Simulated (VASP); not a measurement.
Set up this calculation in VASP 6.6.1, as the native input.

```
Task                   : single point
Functional             : LDA
Potentials or basis    : VASP PAW LDA potentials, release 64 (Na_pv, Li_sv, I, Cl)
Cutoff                 : 520 eV
k mesh                 : 6 × 6 × 4
Occupations            : gaussian, width 0.05 eV
Spin                   : no spin polarisation
Dipole correction      : no
Further INCAR settings : ALGO = Normal; EDIFF = 1e-06; NBANDS = 20
```

The structure of NaLiICl lies in POSCAR:

```
NaLiICl
1.0
    4.4189668800      0.0000000000      0.0000000000
    0.0000000000      4.4189668800      0.0000000000
    0.0000000000      0.0000000000      5.9667302400
Na Li I Cl
1 1 1 1
Direct
    0.5000000000      0.5000000000      0.5000000000
    0.0000000000      0.0000000000      0.0000000000
    0.5000000000      0.5000000000      0.0000000000
    0.0000000000      0.0000000000      0.5000000000
```

This cell differs from its parent crystal: strain +0.080 along x and y, -0.040 along z.

One way to write it, as run:

INCAR

```
SYSTEM = NaLiICl
PREC = Accurate
ENCUT = 520
EDIFF = 1E-6
ISMEAR = 0
SIGMA = 0.05
LREAL = .False.
LASPH = .True.
NELM = 60
ALGO = Normal
ISIF = 2
LWAVE = .False.
LCHARG = .False.
NBANDS = 20
```

KPOINTS

```
regular mesh
0
Gamma
  6 6 4
  0 0 0
```

Potentials or basis: VASP PAW LDA potentials, release 64 (Na_pv, Li_sv, I, Cl).

Command:

```console
$ cat potpaw_LDA.64/Na_pv/POTCAR potpaw_LDA.64/Li_sv/POTCAR potpaw_LDA.64/I/POTCAR potpaw_LDA.64/Cl/POTCAR > POTCAR
$ mpirun -np 1 vasp_std > vasp.out
```

It gave:

- Band gap on the k mesh: 3.73 eV, indirect (least direct gap 3.78 eV)

Caveat: the cell differs from its parent crystal (strain +0.080 along x and y, -0.040 along z); spin-orbit coupling is left out, which moves the levels of the heavy elements.

Run time: 22 s on 1 thread of Intel(R) Xeon(R) 6975P-C (Granite Rapids) (shared host), peak memory 0.24 GiB.
